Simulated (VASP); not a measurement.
Set up this calculation in VASP 6.6.1, as the native input.

```yaml
Task: single point
Functional: PBE
Potentials_or_basis: VASP PAW PBE potentials, release 64 (Cd, Se)
Cutoff: 520 eV
k_mesh: 6 × 6 × 4
Occupations: gaussian, width 0.1 eV
Spin: no spin polarisation
Dipole_correction: no
Further_INCAR_settings: ALGO = Normal; EDIFF = 1e-06; NBANDS = 16
```

The structure of CdSe lies in POSCAR:

```
CdSe
1.0
    4.4703174389     -0.0000000034      0.0000000000
   -2.2351587165      3.8714084668      0.0000000000
    0.0000000000      0.0000000000      4.9079392316
Cd Se
1 1
Direct
    0.0000000000      0.0000000000      0.5000000000
    0.0000000000      0.0000000000      0.0000000000
```

The cell was generated, and may not be a known phase.

One way to write it, as run:

INCAR

```
SYSTEM = CdSe
PREC = Accurate
ENCUT = 520
EDIFF = 1E-6
ISMEAR = 0
SIGMA = 0.1
LREAL = .FALSE.
LASPH = .TRUE.
NELM = 60
ALGO = Normal
ISIF = 2
LWAVE = .FALSE.
LCHARG = .FALSE.
GGA = PE
NBANDS = 16
```

KPOINTS

```
regular mesh
0
G
  6 6 4
  0 0 0
```

Potentials or basis: VASP PAW PBE potentials, release 64 (Cd, Se).

Launch:

```console
$ cat potpaw_PBE.64/Cd/POTCAR potpaw_PBE.64/Se/POTCAR > POTCAR
$ mpirun -np 1 vasp_std > vasp.out
```

Results of the run:

```yaml
Pressure: 0.3 GPa
Band_gap_on_the_k_mesh: zero (bands 9 and 10 overlap by 0.65 eV)
```

Caveat: semilocal functionals underestimate gaps, and a narrow one can read as zero.

Run time: 12 s on 1 thread of Intel(R) Xeon(R) 6975P-C (Granite Rapids), with other jobs on the host, peak memory 0.22 GiB.
